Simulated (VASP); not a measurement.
A run of VASP 6.6.1 is set up as follows.

The input INCAR:

```
SYSTEM = Be
ALGO = Normal ; EDIFF = 1E-6
ENCUT = 520 ; GGA = CA
ISIF = 2 ; ISMEAR = -1
LASPH = .True. ; LCHARG = .False.
LREAL = .False. ; LWAVE = .False.
NBANDS = 7 ; NELM = 60
PREC = Accurate ; SIGMA = 0.1
```

Contents of KPOINTS:

```
k-points
0
Gamma
  20 20 20
  0 0 0
```

POSCAR

```
Be
1.0
   -1.1974738058      1.1974738058      1.1974738058
    1.1974738058     -1.1974738058      1.1974738058
    1.1974738058      1.1974738058     -1.1974738058
Be
1
Direct
    0.0000000000      0.0000000000      0.0000000000
```

Potentials or basis: VASP PAW LDA potentials, release 64 (Be).

Run with:

```bash
$ cat potpaw_LDA.64/Be/POTCAR > POTCAR
$ mpirun -np 1 vasp_std > vasp.out
```

Predict the band gap on the k mesh.

zero (band 1 reaches 13.19 eV, above the bottom of band 2 at 7.40 eV).

What does it give for the pressure?

13.1 GPa.
